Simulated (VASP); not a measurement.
Input of a VASP 6.6.1 run:

File INCAR:

```
SYSTEM = AlAs
  ALGO = Normal
  EDIFF = 1E-8
  ENCUT = 400
  GGA = PS
  GGA_COMPAT = .FALSE.
  ISIF = 2
  ISMEAR = -1
  LASPH = .TRUE.
  LCHARG = .FALSE.
  LEFG = .TRUE.
  LREAL = .FALSE.
  LWAVE = .FALSE.
  NBANDS = 11
  NELM = 120
  PREC = Accurate
  SIGMA = 0.05
```

Contents of KPOINTS:

```
k-points
0
G
  10 10 10
  0 0 0
```

The input POSCAR:

```
AlAs
1.0
    0.0000000000      2.7731120344      2.7731120344
    2.7731120344      0.0000000000      2.7731120344
    2.7731120344      2.7731120344      0.0000000000
Al As
1 1
Direct
    0.0000000000      0.0000000000      0.0000000000
    0.7500000000      0.7500000000      0.7500000000
```

Potentials or basis: VASP PAW PBE potentials, release 64 (Al, As).

Command:

```sh
$ cat potpaw_PBE.64/Al/POTCAR potpaw_PBE.64/As/POTCAR > POTCAR
$ mpirun -np 1 vasp_std > vasp.out
```

Question: Predict the pressure.

Answer: 6.1 GPa.

Question: Predict the band gap on the k mesh.

Answer: 1.21 eV, indirect (least direct gap 2.47 eV).

Caveat: without QUAD_EFG the Cq values of the log hold for a quadrupole moment of 1 mb, not for the nuclei; the PAW data sets were made with another functional, which shifts forces and pressure a little. A k mesh can miss the band edges.
